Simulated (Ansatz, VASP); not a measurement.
# Two plane-wave programs on BaO

```
CELL_PARAMETERS angstrom
0.00000 2.78701 2.78701
2.78701 0.00000 2.78701
2.78701 2.78701 0.00000
ATOMIC_POSITIONS crystal
Ba 0.00000 0.00000 0.00000
O 0.50000 0.50000 0.50000
```

Alike in both runs: functional PBE; k mesh 8 × 8 × 8; occupations gaussian, width 0.02 eV; no spin polarisation.

Ansatz relaxed the structure, and its values are those at the end. VASP's run is a single point on that final structure, the one shown.

```csv
,VASP,Ansatz
version,VASP 6.6.1,Ansatz 0.2.0
potentials or method,"VASP PAW PBE potentials, release 64 (Ba_sv, O), cutoff 600 eV","scalar-relativistic, plane waves, PAW"
valence electrons in the cell,16,16
```

VASP gave:

```
gap on the k mesh at the Fermi level (eV) : 2.04
least direct gap on the mesh (eV)         : 2.04
pressure (GPa)                            : 1.5
```

Problem. Estimate Ansatz's values.

Solution. gap on the k mesh at the Fermi level (eV): 2.10; least direct gap on the mesh (eV): 2.10; pressure (GPa): 0.0.

Spin-orbit coupling is off throughout.
